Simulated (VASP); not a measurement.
# InSe (P-6m2) in VASP: a series of runs, part 2 of 2

VASP 6.6.1. Earlier steps stand in the parts before.

## (4) Single point, PBEsol

This run uses another cell than the first one, of 32.01 Å³/atom.

INCAR

```
PREC = Accurate
ENCUT = 520
EDIFF = 1E-7
ISMEAR = -1
SIGMA = 0.05
LREAL = False
LASPH = True
NELM = 80
ALGO = Normal
ISIF = 2
LWAVE = False
LCHARG = True
GGA = PS
LELF = True
LVHAR = True
NBANDS = 48
```

KPOINTS

```
regular mesh
0
Gamma
  8 8 2
```

POSCAR

```
InSe
1.0
    4.0473293151      0.0000000000      0.0000000000
   -2.0236646576      3.5050900044      0.0000000000
    0.0000000000      0.0000000000     18.0520649100
In Se
4 4
Direct
    0.3333333333      0.6666666667      0.0773904900
    0.3333333333      0.6666666667      0.9226095100
    0.0000000000      0.0000000000      0.4226063200
    0.0000000000      0.0000000000      0.5773936800
    0.3333333333      0.6666666667      0.3529842800
    0.3333333333      0.6666666667      0.6470157200
    0.6666666667      0.3333333333      0.1469999300
    0.6666666667      0.3333333333      0.8530000700
```

Potentials or basis: VASP PAW PBE potentials, release 64 (In_d, Se).

Command:

```console
$ cat potpaw_PBE.64/In_d/POTCAR potpaw_PBE.64/Se/POTCAR > POTCAR
$ mpirun -np 1 vasp_std > vasp.out
```

OUTCAR:

```text
PREC = Accurate
   ENCUT = 520
   EDIFF = 1E-7
   ISMEAR = -1
   LREAL = False
   LASPH = True
   NELM = 80
   ISIF = 2
   GGA = PS

 ion  position               nearest neighbor table
   1  0.333  0.667  0.077-   7 2.65   7 2.65   7 2.65   2 2.79
   2  0.333  0.667  0.923-   8 2.65   8 2.65   8 2.65   1 2.79
   3  0.000  0.000  0.423-   5 2.65   5 2.65   5 2.65   4 2.79
   4  0.000  0.000  0.577-   6 2.65   6 2.65   6 2.65   3 2.79
   5  0.333  0.667  0.353-   3 2.65   3 2.65   3 2.65
   6  0.333  0.667  0.647-   4 2.65   4 2.65   4 2.65
   7  0.667  0.333  0.147-   1 2.65   1 2.65   1 2.65
   8  0.667  0.333  0.853-   2 2.65   2 2.65   2 2.65

  LATTYP: Found a hexagonal cell.
 ALAT       =     4.0473293151
 C/A-ratio  =     4.4602411874

  Lattice vectors:

 A1 = (   4.0473293151,   0.0000000000,   0.0000000000)
 A2 = (  -2.0236646576,   3.5050900044,   0.0000000000)
 A3 = (   0.0000000000,   0.0000000000,  18.0520649100)

Analysis of symmetry for initial positions (statically):
=====================================================================
 Subroutine PRICEL returns:
 Original cell was already a primitive cell.

 Routine SETGRP: Setting up the symmetry group for a
 hexagonal supercell.

 Subroutine GETGRP returns: Found 12 space group operations
 (whereof 12 operations were pure point group operations)
 out of a pool of 24 trial point group operations.

The static configuration has the point symmetry D_3h.

Analysis of symmetry for dynamics (positions and initial velocities):
=====================================================================
 Subroutine PRICEL returns:
 Original cell was already a primitive cell.

 Routine SETGRP: Setting up the symmetry group for a
 hexagonal supercell.

 Subroutine GETGRP returns: Found 12 space group operations
 (whereof 12 operations were pure point group operations)
 out of a pool of 24 trial point group operations.

The dynamic configuration has the point symmetry D_3h.

 Subroutine INISYM returns: Found 12 space group operations
 (whereof 12 operations are pure point group operations),
 and found     1 'primitive' translations

----------------------------------------------------------------------------------------

                                     Primitive cell

  volume of cell :     256.0912

  direct lattice vectors                    reciprocal lattice vectors
     4.047329315  0.000000000  0.000000000     0.247076510  0.142649689  0.000000000
    -2.023664658  3.505090004  0.000000000     0.000000000  0.285299379  0.000000000
     0.000000000  0.000000000 18.052064910     0.000000000  0.000000000  0.055395325

  length of vectors
     4.047329315  4.047329315 18.052064910     0.285299379  0.285299379  0.055395325

  position of ions in fractional coordinates (direct lattice)
     0.333333333  0.666666667  0.077390490
     0.333333333  0.666666667  0.922609510
     0.000000000  0.000000000  0.422606320
     0.000000000  0.000000000  0.577393680
     0.333333333  0.666666667  0.352984280
     0.333333333  0.666666667  0.647015720
     0.666666667  0.333333333  0.146999930
     0.666666667  0.333333333  0.853000070
[... 39 lines left out ...]
            Coordinates               Weight
  0.000000  0.000000  0.000000      1.000000
  0.125000  0.000000  0.000000      6.000000
  0.250000  0.000000  0.000000      6.000000
  0.375000  0.000000  0.000000      6.000000
  0.500000  0.000000  0.000000      3.000000
  0.125000  0.125000  0.000000      6.000000
[... 12 lines left out ...]
  0.250000  0.250000  0.500000      6.000000
  0.375000  0.250000  0.500000      6.000000
   k-points           NKPTS =     20   k-points in BZ     NKDIM =     20   number of bands    NBANDS=     48
   number of dos      NEDOS =    301   number of ions     NIONS =      8
   total plane-waves  NPLWV = 126000
   dimension x,y,z NGX =    30 NGY =   30 NGZ =  140
   dimension x,y,z NGXF=    60 NGYF=   60 NGZF=  280
   ions per type =               4   4
   NGX,Y,Z   is equivalent  to a cutoff of  12.32, 12.32, 12.89 a.u.
   NGXF,Y,Z  is equivalent  to a cutoff of  24.65, 24.65, 25.79 a.u.
 SYSTEM =  unknown system
   PREC   = accura    normal or accurate (medium, high low for compatibility)
   ISTART =      0    job   : 0-new  1-cont  2-samecut
   ICHARG =      2    charge: 1-file 2-atom 10-const
   ISPIN  =      1    spin polarized calculation?
   LNONCOLLINEAR =      F non collinear calculations
   LSORBIT =      F    spin-orbit coupling
   LASPH  =      T    aspherical Exc in radial PAW
   ENCUT  =  520.0 eV  38.22 Ry    6.18 a.u.   7.53  7.53 33.56*2*pi/ulx,y,z
   NELM   =     80;   NELMIN=  2; NELMDL= -5     # of ELM steps
   EDIFF  = 0.1E-06   stopping-criterion for ELM
   LREAL  =      F    real-space projection
   EDIFFG = 0.1E-05   stopping-criterion for IOM
   NSW    =      0    number of steps for IOM
   IBRION =     -1    ionic relax: 0-MD 1-quasi-New 2-CG
   NFREE  =      0    steps in history (QN), initial steepest desc. (CG)
   ISIF   =      2    stress and relaxation
   ISYM   =      2    0-nonsym 1-usesym 2-fastsym
   POTIM  = 0.5000    time-step for ionic-motion
   TEBEG  =    0.0;   TEEND  =   0.0 temperature during run
   PSTRESS=    0.0 pullay stress
   NELECT =      76.0000    total number of electrons
   NUPDOWN=      -1.0000    fix difference up-down
   EMIN   =  10.00;   EMAX   =-10.00  energy-range for DOS
   EFERMI =   0.00;   METHOD = LEGACY
   ISMEAR =    -1;   SIGMA  =   0.05  broadening in eV -4-tet -1-fermi 0-gaus
   EFERMI_NEDOS =   21; number of points for ismear=-14 and -15
   IALGO  =     38    algorithm
   IMIX   =      4    mixing-type and parameters
     AMIX     =   0.40;   BMIX     =  1.00
     AMIX_MAG =   1.60;   BMIX_MAG =  1.00
  volume/ion in A,a.u.               =      32.01       216.02
  Fermi-wavevector in a.u.,A,eV,Ry     =   1.091980  2.063542 16.223849  1.192419
  Thomas-Fermi vector in A             =   2.228236
   LORBIT       =      0    0 simple, 1 ext, 2 COOP (PROOUT), +10 PAW based schemes
   GGA     = PS    functional components
   LHFCALC =     F    Hartree Fock is set to
   AEXX    =    0.0000 exact exchange contribution
   IVDW    =     0    specifies the selected vdW correction
   LEPSILON=     F    determine dielectric tensor
   LRPA    =     F    only Hartree local field effects (RPA)
 non-spin polarized calculation
  energy-cutoff  :      520.00
  volume of cell :      256.09
 maximum number of plane-waves:      6947
   NGX = 15   NGY = 15   NGZ = 67

 number of electron      76.0000024 magnetization

 Free energy of the ion-electron system (eV)
  ---------------------------------------------------
  ext. energy  EPLUGINS =         0.00000000
  ---------------------------------------------------
  free energy    TOTEN  =       -31.14690625 eV

  energy without entropy =      -31.14686822  energy(sigma->0) =      -31.14688724

 E-fermi :   3.2462     XC(G=0):  -8.5839

 val. band max:        2.9043897009   @ k =   0.0000   0.0000   0.0000
 cond. band min:       3.5340442797   @ k =   0.0000   0.0000   0.0000
 fundamental gap:      0.6296545788
 Fermi energy:         3.2461506593

 k-point     1 :       0.0000    0.0000    0.0000
  band No.  band energies     occupation
      1     -11.5564      2.00000
      2     -11.5530      2.00000
      3     -11.3658      2.00000
      4     -11.3658      2.00000
      5     -11.3625      2.00000
      6     -11.3625      2.00000
[... 1009 lines left out ...]
     47       8.3323      0.00000
     48       8.3454      0.00000

------------------------ aborting loop because EDIFF is reached ----------------------------------------

  FORCE on cell =-STRESS in cart. coord.  units (eV):
  Direction    XX          YY          ZZ          XY          YZ          ZX
  --------------------------------------------------------------------------------------
  -------------------------------------------------------------------------------------
  Total       -1.3691586     -1.3691586     -0.8054760      0.0000000      0.0000000     -0.0000000
  in kB       -8.5658355     -8.5658355     -5.0392813      0.0000000      0.0000000     -0.0000000
  external PRESSURE =      -7.3903175 kB  Pullay stress =       0.0000000 kB

 VOLUME and BASIS-vectors are now :
 -----------------------------------------------------------------------------
  energy-cutoff  :      520.00
  volume of cell :      256.09
      direct lattice vectors                 reciprocal lattice vectors
     4.047329315  0.000000000  0.000000000     0.247076510  0.142649689  0.000000000
    -2.023664658  3.505090004  0.000000000     0.000000000  0.285299379  0.000000000
     0.000000000  0.000000000 18.052064910     0.000000000  0.000000000  0.055395325

 POSITION                                       TOTAL-FORCE (eV/Angst)
 -----------------------------------------------------------------------------------
     -0.00000      2.33673      1.39706         0.000000      0.000000     -0.080516
     -0.00000      2.33673     16.65501         0.000000     -0.000000      0.080516
      0.00000      0.00000      7.62892         0.000000     -0.000000      0.080090
      0.00000      0.00000     10.42315         0.000000     -0.000000     -0.080090
     -0.00000      2.33673      6.37210        -0.000000     -0.000000     -0.031768
     -0.00000      2.33673     11.67997        -0.000000      0.000000      0.031768
      2.02366      1.16836      2.65365         0.000000     -0.000000      0.032243
      2.02366      1.16836     15.39841         0.000000     -0.000000     -0.032243
 -----------------------------------------------------------------------------------
    total drift:                               -0.000000      0.000000     -0.000000

  FREE ENERGIE OF THE ION-ELECTRON SYSTEM (eV)
  ---------------------------------------------------
  free  energy   TOTEN  =       -31.1469062537 eV

  energy  without entropy=      -31.1468682204  energy(sigma->0) =      -31.14688724
```

Run time: 7.8 min. Hardware: 1 thread of Intel Xeon 8259CL, shared host; peak memory 0.46 GiB.

Results:

- Free energy: -31.1469 eV
- Pressure: -0.7 GPa
- Largest force: 0.081 eV/Å
- Band gap on the k mesh: 0.63 eV

Forces on the atoms (eV/Å):
```
In   0.000  0.000 -0.081
In   0.000  0.000  0.081
In   0.000  0.000  0.080
In   0.000  0.000 -0.080
Se   0.000  0.000 -0.032
Se   0.000  0.000  0.032
Se   0.000  0.000  0.032
Se   0.000  0.000 -0.032
```

Levels at points of the mesh, in eV from the valence-band top:
| k point | band 35 | band 36 | band 37 | band 38 | band 39 | band 40 | band 41 | band 42 |
| --- | --- | --- | --- | --- | --- | --- | --- | --- |
| (0.00, 0.00, 0.00) | -0.97 | -0.95 | -0.95 | 0.00 | 0.63 | 1.43 | 2.13 | 2.17 |
| (0.50, 0.00, 0.00) | -1.94 | -1.87 | -1.46 | -1.33 | 1.64 | 1.66 | 1.88 | 1.88 |
| (0.00, 0.00, 0.50) | -0.97 | -0.97 | -0.57 | -0.56 | 1.12 | 1.13 | 2.16 | 2.16 |
| (0.50, 0.00, 0.50) | -1.91 | -1.91 | -1.39 | -1.35 | 1.55 | 1.63 | 1.87 | 2.01 |

Caveat: the PAW data sets were made with another functional, which shifts forces and pressure a little; spin-orbit coupling is left out, which moves the levels of the heavy elements; this functional lacks dispersion, which binds the layers, so the pressure and a relaxed spacing across them are unreliable.

## (5) Overview

```csv
level,potentials or basis,cell,gap on the mesh (eV),pressure (GPa),largest force (eV/Å)
PBEsol+D4,"VASP PAW PBE potentials, release 64 (In_d, Se)","a = 3.980, b = 3.980, c = 16.319 Å, angles 90.0, 90.0, 120.0°, 8 atoms, atomic positions A",0.29,0.1,0.02
LDA,"VASP PAW LDA potentials, release 64 (In_d, Se)","a = 3.973, b = 3.973, c = 16.271 Å, angles 90.0, 90.0, 120.0°, 8 atoms, atomic positions B",0.19,0.1,0.03
PBEsol,"VASP PAW PBE potentials, release 64 (In_d, Se)","a = 4.047, b = 4.047, c = 18.052 Å, angles 90.0, 90.0, 120.0°, 8 atoms, atomic positions C",0.63,-0.7,0.08
```

Alike in all rows: task single point; no spin polarisation; k mesh 8 × 8 × 2; cutoff (eV) 520; smearing fermi-dirac 0.05 eV.

Caveats: spin-orbit coupling is left out, which moves the levels of the heavy elements; the PAW data sets were made with another functional, which shifts forces and pressure a little (at least some runs); this functional lacks dispersion, which binds the layers, so the pressure and a relaxed spacing across them are unreliable (at least some runs).

Absolute energies hang on the potentials; compare differences alone.
